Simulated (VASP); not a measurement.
## Mo: single point with PBE

The system is Mo.

```xyz
1
Lattice="-1.5803 1.5803 1.5803 1.5803 -1.5803 1.5803 1.5803 1.5803 -1.5803" Properties=species:S:1:pos:R:3 pbc="T T T"
Mo    0.0000    0.0000    0.0000
```

```
Program             : VASP 6.6.1
Task                : single point
Functional          : PBE
Potentials or basis : VASP PAW PBE potentials, release 64 (Mo_sv)
Cutoff              : 520 eV
k mesh              : 18 × 18 × 18
Occupations         : gaussian, width 0.1 eV
Spin                : no spin polarisation
```

- Pressure: 0.5 GPa
- Band gap on the k mesh: zero (band 7 reaches 16.36 eV, above the bottom of band 8 at 11.09 eV)

Levels at points of the mesh, in eV from the Fermi level:
| k point | band 3 | band 4 | band 5 | band 6 | band 7 | band 8 | band 9 | band 10 | band 11 | band 12 |
| --- | --- | --- | --- | --- | --- | --- | --- | --- | --- | --- |
| (0.00, 0.00, 0.00) | -34.59 | -34.59 | -7.22 | -1.36 | -1.36 | -1.36 | 1.63 | 1.63 | 14.80 | 14.80 |
| (0.50, 0.00, 0.00) | -35.02 | -34.60 | -5.28 | -3.37 | 1.57 | 1.65 | 2.27 | 4.66 | 11.48 | 11.92 |
| (0.50, 0.50, 0.50) | -35.52 | -35.52 | -5.38 | -5.38 | 3.91 | 3.91 | 3.91 | 8.97 | 8.97 | 8.97 |

It took 55 s on 1 thread of AMD EPYC 7R13, with other jobs on the host, peak memory 0.12 GiB.
